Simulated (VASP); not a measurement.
# AsPb4 (P6/mmm) in VASP: single point with PBE

Aim: the single point of AsPb4 with PBE.

Program: VASP 6.6.1. These are calculated values, not measurements. Logs are shortened: lines on timing, memory, paths and dates and some standing lists are left out, and cuts for length are marked.

### Step 1. The cell of the first run

It takes space group P6/mmm (No. 191, hexagonal). The conventional cell has a = 5.576 Å, b = 5.576 Å, c = 8.607 Å, α = 90.00°, β = 90.00°, γ = 120.00°. As (site symmetry 6/mmm) has 8 Pb at 2.68 to 3.22 Å within 3.5 Å. Within 4.2 Å of Pb (site symmetry -6m2) lie 9 Pb at 3.22 to 4.19 Å and 3 As at 3.22 Å. Within 3.5 Å of Pb (site symmetry 6mm) lie 1 As at 2.68 Å and 1 Pb at 3.24 Å.

The cell was built from a structure type or drawn by symmetry, and may not be a known phase.

### Step 2. Single point, PBE

INCAR reads:

```
PREC     = Accurate       # precision mode
ENCUT    = 520            # plane-wave cutoff, eV
EDIFF    = 1E-7           # SCF threshold, eV
ISMEAR   = 0              # smearing method
SIGMA    = 0.1            # smearing width, eV
LREAL    = F              # projectors in reciprocal space
LASPH    = T              # aspherical terms in the spheres
NELM     = 60             # most SCF steps
ALGO     = Fast           # electronic algorithm
ISIF     = 2              # what is computed and relaxed
LWAVE    = F              # write WAVECAR
LCHARG   = F              # write CHGCAR
GGA      = PE             # functional
NBANDS   = 38             # bands
```

KPOINTS reads:

```
regular mesh
0
Gamma
  12 12 6
```

POSCAR reads:

```
AsPb4
1.0
    5.5763825948      0.0000000000      0.0000000000
   -2.7881912974      4.8292889883      0.0000000000
    0.0000000000      0.0000000000      8.6066049339
As Pb
1 4
Direct
    0.0000000000      0.0000000000      0.0000000000
    0.3333333333      0.6666666667      0.0000000000
    0.6666666667      0.3333333333      0.0000000000
    0.0000000000      0.0000000000      0.3117109146
    0.0000000000      0.0000000000      0.6882890854
```

Potentials or basis: VASP PAW PBE potentials, release 64 (As, Pb_d).

Command:

```
$ cat potpaw_PBE.64/As/POTCAR potpaw_PBE.64/Pb_d/POTCAR > POTCAR
$ mpirun -np 1 vasp_std > vasp.out
```

OUTCAR:

```text
PREC = Accurate
   ENCUT = 520
   EDIFF = 1E-7
   ISMEAR = 0
   LREAL = F
   LASPH = T
   NELM = 60
   ISIF = 2
   GGA = PE

 ion  position               nearest neighbor table
   1  0.000  0.000  0.000-   4 2.68   5 2.68   2 3.22   3 3.22   2 3.22   3 3.22   3 3.22   2 3.22

   2  0.333  0.667  0.000-   3 3.22   1 3.22   3 3.22   1 3.22   1 3.22   3 3.22
   3  0.667  0.333  0.000-   2 3.22   1 3.22   2 3.22   1 3.22   1 3.22   2 3.22
   4  0.000  0.000  0.312-   1 2.68   5 3.24
   5  0.000  0.000  0.688-   1 2.68   4 3.24

  LATTYP: Found a hexagonal cell.
 ALAT       =     5.5763825948
 C/A-ratio  =     1.5434028759

  Lattice vectors:

 A1 = (   5.5763825948,   0.0000000000,   0.0000000000)
 A2 = (  -2.7881912974,   4.8292889883,   0.0000000000)
 A3 = (   0.0000000000,   0.0000000000,   8.6066049339)

Analysis of symmetry for initial positions (statically):
=====================================================================
 Subroutine PRICEL returns:
 Original cell was already a primitive cell.

 Routine SETGRP: Setting up the symmetry group for a
 hexagonal supercell.

 Subroutine GETGRP returns: Found 24 space group operations
 (whereof 24 operations were pure point group operations)
 out of a pool of 24 trial point group operations.

The static configuration has the point symmetry D_6h.

Analysis of symmetry for dynamics (positions and initial velocities):
=====================================================================
 Subroutine PRICEL returns:
 Original cell was already a primitive cell.

 Routine SETGRP: Setting up the symmetry group for a
 hexagonal supercell.

 Subroutine GETGRP returns: Found 24 space group operations
 (whereof 24 operations were pure point group operations)
 out of a pool of 24 trial point group operations.

The dynamic configuration has the point symmetry D_6h.

 Subroutine INISYM returns: Found 24 space group operations
 (whereof 24 operations are pure point group operations),
 and found     1 'primitive' translations

----------------------------------------------------------------------------------------

                                     Primitive cell

  volume of cell :     231.7756

[... 86 lines left out ...]
   ISTART =      0    job   : 0-new  1-cont  2-samecut
   ICHARG =      2    charge: 1-file 2-atom 10-const
   ISPIN  =      1    spin polarized calculation?
   LNONCOLLINEAR =      F non collinear calculations
   LSORBIT =      F    spin-orbit coupling
   LASPH  =      T    aspherical Exc in radial PAW
   ENCUT  =  520.0 eV  38.22 Ry    6.18 a.u.  10.37 10.37 16.00*2*pi/ulx,y,z
   NELM   =     60;   NELMIN=  2; NELMDL= -5     # of ELM steps
   EDIFF  = 0.1E-06   stopping-criterion for ELM
   LREAL  =      F    real-space projection
   EDIFFG = 0.1E-05   stopping-criterion for IOM
   NSW    =      0    number of steps for IOM
   IBRION =     -1    ionic relax: 0-MD 1-quasi-New 2-CG
   NFREE  =      0    steps in history (QN), initial steepest desc. (CG)
   ISIF   =      2    stress and relaxation
   ISYM   =      2    0-nonsym 1-usesym 2-fastsym
   POTIM  = 0.5000    time-step for ionic-motion
   TEBEG  =    0.0;   TEEND  =   0.0 temperature during run
   PSTRESS=    0.0 pullay stress
   NELECT =      61.0000    total number of electrons
   NUPDOWN=      -1.0000    fix difference up-down
   EMIN   =  10.00;   EMAX   =-10.00  energy-range for DOS
   EFERMI =   0.00;   METHOD = LEGACY
   ISMEAR =     0;   SIGMA  =   0.10  broadening in eV -4-tet -1-fermi 0-gaus
   EFERMI_NEDOS =   21; number of points for ismear=-14 and -15
   IALGO  =     68    algorithm
   IMIX   =      4    mixing-type and parameters
     AMIX     =   0.40;   BMIX     =  1.00
     AMIX_MAG =   1.60;   BMIX_MAG =  1.00
  volume/ion in A,a.u.               =      46.36       312.82
  Fermi-wavevector in a.u.,A,eV,Ry     =   1.049129  1.982566 14.975548  1.100672
  Thomas-Fermi vector in A             =   2.184079
   LORBIT       =      0    0 simple, 1 ext, 2 COOP (PROOUT), +10 PAW based schemes
   GGA     = PE    functional components
   LHFCALC =     F    Hartree Fock is set to
   AEXX    =    0.0000 exact exchange contribution
   IVDW    =     0    specifies the selected vdW correction
   LEPSILON=     F    determine dielectric tensor
   LRPA    =     F    only Hartree local field effects (RPA)
 non-spin polarized calculation
 RMM-DIIS sequential band-by-band and
 Gauss-broadening in eV      SIGMA  =   0.10
  energy-cutoff  :      520.00
  volume of cell :      231.78
 maximum number of plane-waves:      6284
 NGX is ok and might be reduce to    42
   NGX = 21   NGY = 21   NGZ = 33

 number of electron      61.0000019 magnetization

 Free energy of the ion-electron system (eV)
  ---------------------------------------------------
  ext. energy  EPLUGINS =         0.00000000
  ---------------------------------------------------
  free energy    TOTEN  =       -16.28197131 eV

  energy without entropy =      -16.26330114  energy(sigma->0) =      -16.27263623

 E-fermi :   2.9604     XC(G=0):  -7.6494

 val. band max:        2.9453553707   @ k =   0.1667   0.1667   0.1667
 cond. band min:       2.9711172539   @ k =   0.0833   0.0833   0.5000
 fundamental gap:      0.0257618832
 Fermi energy:         2.9604409025

 k-point     1 :       0.0000    0.0000    0.0000
  band No.  band energies     occupation
      1     -14.6469      2.00000
      2     -14.4543      2.00000
      3     -14.4543      2.00000
      4     -14.4131      2.00000
      5     -14.4131      2.00000
      6     -14.4058      2.00000
[... 973 lines left out ...]
     37       5.2549      0.00000
     38       6.3286      0.00000

 [... further k-points ...]
[... 5 lines left out ...]
  --------------------------------------------------------------------------------------
  -------------------------------------------------------------------------------------
  Total       -0.0511081     -0.0511081     -0.0242512      0.0000000      0.0000000     -0.0000000
  in kB       -0.3532913     -0.3532913     -0.1676394      0.0000000      0.0000000     -0.0000000
  external PRESSURE =      -0.2914073 kB  Pullay stress =       0.0000000 kB

 VOLUME and BASIS-vectors are now :
 -----------------------------------------------------------------------------
  energy-cutoff  :      520.00
  volume of cell :      231.78
      direct lattice vectors                 reciprocal lattice vectors
     5.576382595  0.000000000  0.000000000     0.179327724  0.103534910  0.000000000
    -2.788191297  4.829288988  0.000000000     0.000000000  0.207069820  0.000000000
     0.000000000  0.000000000  8.606604934     0.000000000  0.000000000  0.116189834

 POSITION                                       TOTAL-FORCE (eV/Angst)
 -----------------------------------------------------------------------------------
      0.00000      0.00000      0.00000         0.000000      0.000000      0.000000
     -0.00000      3.21953      0.00000         0.000000      0.000000      0.000000
      2.78819      1.60976      0.00000        -0.000000      0.000000      0.000000
      0.00000      0.00000      2.68277         0.000000      0.000000      0.002842
      0.00000      0.00000      5.92383         0.000000     -0.000000     -0.002842
 -----------------------------------------------------------------------------------
    total drift:                               -0.000000      0.000000      0.000000

  FREE ENERGIE OF THE ION-ELECTRON SYSTEM (eV)
  ---------------------------------------------------
  free  energy   TOTEN  =       -16.2819713143 eV

  energy  without entropy=      -16.2633011417  energy(sigma->0) =      -16.27263623
```

OSZICAR:

```text
N       E                     dE             d eps       ncg     rms          rms(c)
DAV:   1     0.683567050224E+03    0.68357E+03   -0.28125E+04  5776   0.160E+03
DAV:   2     0.536117803253E+02   -0.62996E+03   -0.61842E+03  5800   0.450E+02
DAV:   3    -0.132758059587E+02   -0.66888E+02   -0.64913E+02  7010   0.182E+02
DAV:   4    -0.167008899324E+02   -0.34251E+01   -0.34017E+01  6596   0.492E+01
DAV:   5    -0.168590485825E+02   -0.15816E+00   -0.15811E+00  7410   0.950E+00    0.304E+00
RMM:   6    -0.162968230875E+02    0.56223E+00   -0.10589E+00  6121   0.368E+00    0.135E+00
RMM:   7    -0.162880808501E+02    0.87422E-02   -0.19482E-01  7434   0.280E+00    0.822E-01
RMM:   8    -0.162813192583E+02    0.67616E-02   -0.41186E-02  6556   0.130E+00    0.233E-01
RMM:   9    -0.162816929076E+02   -0.37365E-03   -0.12681E-02  8298   0.754E-01    0.687E-02
RMM:  10    -0.162818839351E+02   -0.19103E-03   -0.19070E-03  8490   0.279E-01    0.432E-02
RMM:  11    -0.162819598495E+02   -0.75914E-04   -0.42793E-04  7083   0.158E-01    0.143E-02
RMM:  12    -0.162819697535E+02   -0.99040E-05   -0.13584E-04  9117   0.713E-02    0.128E-02
RMM:  13    -0.162819704725E+02   -0.71897E-06   -0.20137E-05  8149   0.262E-02    0.373E-03
RMM:  14    -0.162819712607E+02   -0.78824E-06   -0.56263E-06  7845   0.140E-02    0.144E-03
RMM:  15    -0.162819713729E+02   -0.11220E-06   -0.12682E-06  5993   0.888E-03    0.108E-03
RMM:  16    -0.162819713143E+02    0.58689E-07   -0.41428E-07  5062   0.458E-03
   1 F= -.16281971E+02 E0= -.16272636E+02  d E =-.186702E-01
```

Run time: 8.7 min. Hardware: 1 thread of Intel Xeon 6975P-C (Granite Rapids), shared host; peak memory 0.69 GiB.

What came out:

```
Free energy            : -16.2820 eV
Pressure               : 0.0 GPa
Band gap on the k mesh : zero (an odd number of electrons rules out a gap without spin polarisation)
```

Forces in eV/Å, atoms in the order of the input:
```
As   0.000  0.000  0.000
Pb   0.000  0.000  0.000
Pb   0.000  0.000  0.000
Pb   0.000  0.000  0.003
Pb   0.000  0.000 -0.003
```

Levels at points of the mesh, in eV from the Fermi level:
```csv
k point,band 28,band 29,band 30,band 31,band 32,band 33,band 34,band 35
"(0.00, 0.00, 0.00)",-1.91,-1.54,-1.54,-0.22,0.05,0.88,0.88,1.02
"(0.50, 0.00, 0.00)",-1.43,-1.17,-0.05,0.22,0.43,0.67,0.69,0.87
"(0.00, 0.00, 0.50)",-2.88,-1.54,-1.54,-0.51,0.11,0.11,2.08,2.08
"(0.50, 0.00, 0.50)",-2.07,-0.74,-0.23,0.61,0.86,0.87,1.23,1.62
```

Caveat: spin-orbit coupling is left out, which moves the levels of the heavy elements.
